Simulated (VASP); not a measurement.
# CuO (Pm) in VASP: a series of runs, part 2 of 2

VASP 6.6.1. The steps go on from the part before.

## (3) Single point, PBEsol (all Cu atoms moved +0.050 Å, as atom 1 along Cartesian [1 1 0])

INCAR reads:

```
SYSTEM = CuO
  ALGO = Normal
  EDIFF = 1E-6
  ENCUT = 520
  GGA = PS
  ISIF = 2
  ISMEAR = 0
  LASPH = .True.
  LCHARG = .False.
  LREAL = .False.
  LWAVE = .False.
  NBANDS = 25
  NELM = 60
  PREC = Accurate
  SIGMA = 0.15
```

KPOINTS reads:

```
k-points
0
Gamma
  16 16 10
  0 0 0
```

POSCAR reads:

```
CuO
1.0
    2.0425330993     -2.0503581635      0.0000000000
    2.0425330993      2.0503581635      0.0000000000
    0.0000000000      0.0000000000      5.0922648207
Cu O
2 2
Direct
    0.0000330304      0.5172765246      0.0000000000
    0.5000330304      0.0172765246      0.5000000000
    0.5000000000      0.5000000000      0.2500000000
    0.5000000000      0.5000000000      0.7500000000
```

Potentials or basis: VASP PAW PBE potentials, release 64 (Cu, O).

Launch:

```bash
cat potpaw_PBE.64/Cu/POTCAR potpaw_PBE.64/O/POTCAR > POTCAR
mpirun -np 1 vasp_std > vasp.out
```

OUTCAR:

```text
SYSTEM = CuO
   EDIFF = 1E-6
   ENCUT = 520
   GGA = PS
   ISIF = 2
   ISMEAR = 0
   LASPH = .True.
   LREAL = .False.
   NELM = 60
   PREC = Accurate

 ion  position               nearest neighbor table
   1  0.000  0.517  0.000-   3 1.93   4 1.93   3 1.93   4 1.93
   2  0.500  0.017  0.500-   3 1.89   4 1.89   3 1.97   4 1.97
   3  0.500  0.500  0.250-   2 1.89   1 1.93   1 1.93   2 1.97
   4  0.500  0.500  0.750-   2 1.89   1 1.93   1 1.93   2 1.97

  LATTYP: Found a base centered orthorhombic cell.
 ALAT       =     4.0850661986
 B/A-ratio  =     1.0038310587
 C/A-ratio  =     1.2465562547

  Lattice vectors:

 A1 = (   2.0425330993,  -2.0503581635,   0.0000000000)
 A2 = (   2.0425330993,   2.0503581635,   0.0000000000)
 A3 = (   0.0000000000,   0.0000000000,   5.0922648207)

Analysis of symmetry for initial positions (statically):
=====================================================================
 Subroutine PRICEL returns:
 Original cell was already a primitive cell.

 Routine SETGRP: Setting up the symmetry group for a
 base centered orthorhombic supercell.

 Subroutine GETGRP returns: Found  2 space group operations
 (whereof  2 operations were pure point group operations)
 out of a pool of  8 trial point group operations.

The static configuration has the point symmetry C_1h.

Analysis of symmetry for dynamics (positions and initial velocities):
=====================================================================
 Subroutine PRICEL returns:
 Original cell was already a primitive cell.

 Routine SETGRP: Setting up the symmetry group for a
 base centered orthorhombic supercell.

 Subroutine GETGRP returns: Found  2 space group operations
 (whereof  2 operations were pure point group operations)
 out of a pool of  8 trial point group operations.

The dynamic configuration has the point symmetry C_1h.

 Subroutine INISYM returns: Found  2 space group operations
 (whereof  2 operations are pure point group operations),
 and found     1 'primitive' translations

----------------------------------------------------------------------------------------

                                     Primitive cell

  volume of cell :      42.6520

  direct lattice vectors                    reciprocal lattice vectors
     2.042533099 -2.050358163  0.000000000     0.244794075 -0.243859833  0.000000000
     2.042533099  2.050358163  0.000000000     0.244794075  0.243859833  0.000000000
     0.000000000  0.000000000  5.092264821     0.000000000  0.000000000  0.196376276

  length of vectors
     2.894116456  2.894116456  5.092264821     0.345531123  0.345531123  0.196376276

  position of ions in fractional coordinates (direct lattice)
     0.000033030  0.517276525  0.000000000
     0.500033030  0.017276525  0.500000000
     0.500000000  0.500000000  0.250000000
     0.500000000  0.500000000  0.750000000

  ion indices of the primitive-cell ions
   primitive index   ion index
                 1           1
                 2           2
                 3           3
                 4           4

----------------------------------------------------------------------------------------

 KPOINTS: k-points

Automatic generation of k-mesh.
 Grid dimensions read from file:
 generate k-points for:   16   16   10

 Generating k-lattice:

  Cartesian coordinates                     Fractional coordinates (reciprocal lattice)
     0.015299630 -0.015241240  0.000000000     0.062500000  0.000000000  0.000000000
     0.015299630  0.015241240  0.000000000     0.000000000  0.062500000  0.000000000
     0.000000000  0.000000000  0.019637628     0.000000000  0.000000000  0.100000000

  Length of vectors
     0.021595695  0.021595695  0.019637628

  Shift w.r.t. Gamma in fractional coordinates (k-lattice)
     0.000000000  0.000000000  0.000000000

 Subroutine IBZKPT returns following result:
 ===========================================

 Found    780 irreducible k-points:

 Following reciprocal coordinates:
            Coordinates               Weight
  0.000000  0.000000  0.000000      1.000000
  0.062500 -0.000000  0.000000      2.000000
 -0.000000  0.062500  0.000000      2.000000
  0.125000 -0.000000  0.000000      2.000000
 -0.000000  0.125000  0.000000      2.000000
  0.187500 -0.000000  0.000000      2.000000
[... 16 lines left out ...]
  0.250000  0.062500  0.000000      2.000000
  0.062500  0.250000  0.000000      2.000000
 [... further k-points ...]
   k-points           NKPTS =    780   k-points in BZ     NKDIM =    780   number of bands    NBANDS=     25
   number of dos      NEDOS =    301   number of ions     NIONS =      4
   total plane-waves  NPLWV =  23040
   dimension x,y,z NGX =    24 NGY =   24 NGZ =   40
   dimension x,y,z NGXF=    48 NGYF=   48 NGZF=   80
   ions per type =               2   2
   NGX,Y,Z   is equivalent  to a cutoff of  13.79, 13.79, 13.06 a.u.
   NGXF,Y,Z  is equivalent  to a cutoff of  27.57, 27.57, 26.12 a.u.
 SYSTEM =  CuO
   PREC   = accura    normal or accurate (medium, high low for compatibility)
   ISTART =      0    job   : 0-new  1-cont  2-samecut
   ICHARG =      2    charge: 1-file 2-atom 10-const
   ISPIN  =      1    spin polarized calculation?
   LNONCOLLINEAR =      F non collinear calculations
   LSORBIT =      F    spin-orbit coupling
   LASPH  =      T    aspherical Exc in radial PAW
   ENCUT  =  520.0 eV  38.22 Ry    6.18 a.u.   5.38  5.38  9.47*2*pi/ulx,y,z
   NELM   =     60;   NELMIN=  2; NELMDL= -5     # of ELM steps
   EDIFF  = 0.1E-05   stopping-criterion for ELM
   LREAL  =      F    real-space projection
   EDIFFG = 0.1E-04   stopping-criterion for IOM
   NSW    =      0    number of steps for IOM
   IBRION =     -1    ionic relax: 0-MD 1-quasi-New 2-CG
   NFREE  =      0    steps in history (QN), initial steepest desc. (CG)
   ISIF   =      2    stress and relaxation
   ISYM   =      2    0-nonsym 1-usesym 2-fastsym
   POTIM  = 0.5000    time-step for ionic-motion
   TEBEG  =    0.0;   TEEND  =   0.0 temperature during run
   PSTRESS=    0.0 pullay stress
   NELECT =      34.0000    total number of electrons
   NUPDOWN=      -1.0000    fix difference up-down
   EMIN   =  10.00;   EMAX   =-10.00  energy-range for DOS
   EFERMI =   0.00;   METHOD = LEGACY
   ISMEAR =     0;   SIGMA  =   0.15  broadening in eV -4-tet -1-fermi 0-gaus
   EFERMI_NEDOS =   21; number of points for ismear=-14 and -15
   IALGO  =     38    algorithm
   IMIX   =      4    mixing-type and parameters
     AMIX     =   0.40;   BMIX     =  1.00
     AMIX_MAG =   1.60;   BMIX_MAG =  1.00
  volume/ion in A,a.u.               =      10.66        71.96
  Fermi-wavevector in a.u.,A,eV,Ry     =   1.517940  2.868490 31.349743  2.304141
  Thomas-Fermi vector in A             =   2.627128
   LORBIT       =      0    0 simple, 1 ext, 2 COOP (PROOUT), +10 PAW based schemes
   GGA     = PS    functional components
   LHFCALC =     F    Hartree Fock is set to
   AEXX    =    0.0000 exact exchange contribution
   IVDW    =     0    specifies the selected vdW correction
   LEPSILON=     F    determine dielectric tensor
   LRPA    =     F    only Hartree local field effects (RPA)
 non-spin polarized calculation
 Gauss-broadening in eV      SIGMA  =   0.15
  energy-cutoff  :      520.00
  volume of cell :       42.65
 maximum number of plane-waves:      1175
 NGX is ok and might be reduce to    24
   NGX = 11   NGY = 11   NGZ = 19

 number of electron      33.9999972 magnetization

 Free energy of the ion-electron system (eV)
  ---------------------------------------------------
  ext. energy  EPLUGINS =         0.00000000
  ---------------------------------------------------
  free energy    TOTEN  =       -21.46502756 eV

  energy without entropy =      -21.44019747  energy(sigma->0) =      -21.45261251

 E-fermi :   5.2197     XC(G=0): -11.8063

 val. band max:        5.2188061557   @ k =  -0.2500   0.0625   0.1000
 cond. band min:       5.2215640010   @ k =   0.5000   0.0625   0.2000
 fundamental gap:      0.0027578453
 Fermi energy:         5.2197168742

 k-point     1 :       0.0000    0.0000    0.0000
  band No.  band energies     occupation
      1     -14.8602      2.00000
      2     -13.4293      2.00000
      3      -3.3343      2.00000
      4      -0.5102      2.00000
      5      -0.4935      2.00000
      6       1.2127      2.00000
[... 17 lines left out ...]
     24      19.8881      0.00000
     25      20.0780      0.00000
[... 621 lines left out ...]
      3      -2.7662      2.00000
      4      -0.8493      2.00000
      5      -0.7055      2.00000
      6      -0.3614      2.00000
[... 17 lines left out ...]
     24      19.5702      0.00000
     25      20.0066      0.00000

 [... further k-points ...]
[... 5 lines left out ...]
  --------------------------------------------------------------------------------------
  -------------------------------------------------------------------------------------
  Total        0.2015640      0.1907118      0.3909156      0.0356863      0.0000000      0.0000000
  in kB        7.5715326      7.1638803     14.6843192      1.3405164      0.0000000      0.0000000
  external PRESSURE =       9.8065773 kB  Pullay stress =       0.0000000 kB

 VOLUME and BASIS-vectors are now :
 -----------------------------------------------------------------------------
  energy-cutoff  :      520.00
  volume of cell :       42.65
      direct lattice vectors                 reciprocal lattice vectors
     2.042533099 -2.050358163  0.000000000     0.244794075 -0.243859833  0.000000000
     2.042533099  2.050358163  0.000000000     0.244794075  0.243859833  0.000000000
     0.000000000  0.000000000  5.092264821     0.000000000  0.000000000  0.196376276

 POSITION                                       TOTAL-FORCE (eV/Angst)
 -----------------------------------------------------------------------------------
      1.05662      1.06053      0.00000        -0.151329     -0.152920      0.000000
      1.05662     -0.98982      2.54613        -0.570217     -0.571624      0.000000
      2.04253      0.00000      1.27307         0.360773      0.362272     -0.051833
      2.04253      0.00000      3.81920         0.360773      0.362272      0.051833
 -----------------------------------------------------------------------------------
    total drift:                               -0.000426     -0.000683     -0.000020

  FREE ENERGIE OF THE ION-ELECTRON SYSTEM (eV)
  ---------------------------------------------------
  free  energy   TOTEN  =       -21.4650275568 eV

  energy  without entropy=      -21.4401974674  energy(sigma->0) =      -21.45261251
```

OSZICAR:

```text
N       E                     dE             d eps       ncg     rms          rms(c)
DAV:   1     0.297108080517E+03    0.29711E+03   -0.16365E+04 41168   0.212E+03
DAV:   2     0.108414058489E+02   -0.28627E+03   -0.26353E+03 39464   0.394E+02
DAV:   3    -0.263263086194E+02   -0.37168E+02   -0.35157E+02 48910   0.158E+02
DAV:   4    -0.276277998058E+02   -0.13015E+01   -0.12939E+01 48595   0.314E+01
DAV:   5    -0.276528882124E+02   -0.25088E-01   -0.25076E-01 50637   0.389E+00    0.179E+01
DAV:   6    -0.253489297833E+02    0.23040E+01   -0.39633E+01 55970   0.161E+02    0.138E+01
DAV:   7    -0.214143286079E+02    0.39346E+01   -0.10767E+01 47538   0.119E+02    0.253E+00
DAV:   8    -0.215101673575E+02   -0.95839E-01   -0.15264E+00 41153   0.836E+00    0.166E+00
DAV:   9    -0.214768305493E+02    0.33337E-01   -0.92063E-02 59981   0.906E+00    0.104E+00
DAV:  10    -0.214703066367E+02    0.65239E-02   -0.63988E-02 61942   0.735E+00    0.566E-01
DAV:  11    -0.214662997262E+02    0.40069E-02   -0.81511E-03 62133   0.188E+00    0.357E-01
DAV:  12    -0.214650080429E+02    0.12917E-02   -0.52621E-03 60424   0.101E+00    0.908E-02
DAV:  13    -0.214650267868E+02   -0.18744E-04   -0.52543E-04 60613   0.514E-01    0.537E-02
DAV:  14    -0.214650307115E+02   -0.39247E-05   -0.52849E-05 57541   0.138E-01    0.162E-02
DAV:  15    -0.214650278630E+02    0.28485E-05   -0.15222E-05 62652   0.389E-02    0.556E-03
DAV:  16    -0.214650275568E+02    0.30623E-06   -0.10710E-06 22673   0.308E-02
   1 F= -.21465028E+02 E0= -.21452613E+02  d E =-.248301E-01
```

stdout:

```text
POSCAR found type information on POSCAR CuO
 POSCAR found :  2 types and       4 ions
 scaLAPACK will be used
 -----------------------------------------------------------------------------
|                                                                             |
|                                                                             |
|     You enforced a specific xc type in the INCAR file but a different       |
|     I HOPE YOU KNOW WHAT YOU ARE DOING!                                     |
|                                                                             |
 -----------------------------------------------------------------------------

 LDA part: xc-table for (Slater+PW92), standard interpolation
 POSCAR, INCAR and KPOINTS ok, starting setup
 FFT: planning ... GRIDC
 FFT: planning ... GRID_SOFT
 FFT: planning ... GRID
 WAVECAR not read
 entering main loop
```

Run time: 5.8 min. Hardware: 1 thread of AMD EPYC 9R45 (Zen 5), shared host; peak memory 0.69 GiB.

Results:

- Free energy: -21.4650 eV
- Pressure: 1.0 GPa
- Largest force: 0.807 eV/Å
- Band gap on the k mesh: zero (bands 17 and 18 overlap by 1.19 eV)

Forces in eV/Å, atoms in the order of the input:
```
Cu  -0.151 -0.153  0.000
Cu  -0.570 -0.572  0.000
O    0.361  0.362 -0.052
O    0.361  0.362  0.052
```

Caveat: the cell differs from its parent crystal (all Cu atoms moved +0.050 Å, as atom 1 along Cartesian [1 1 0]); the PAW data sets were made with another functional, which shifts forces and pressure a little; semilocal functionals often make such compounds metallic where correlation or magnetic order opens a gap, which also shifts bond lengths.
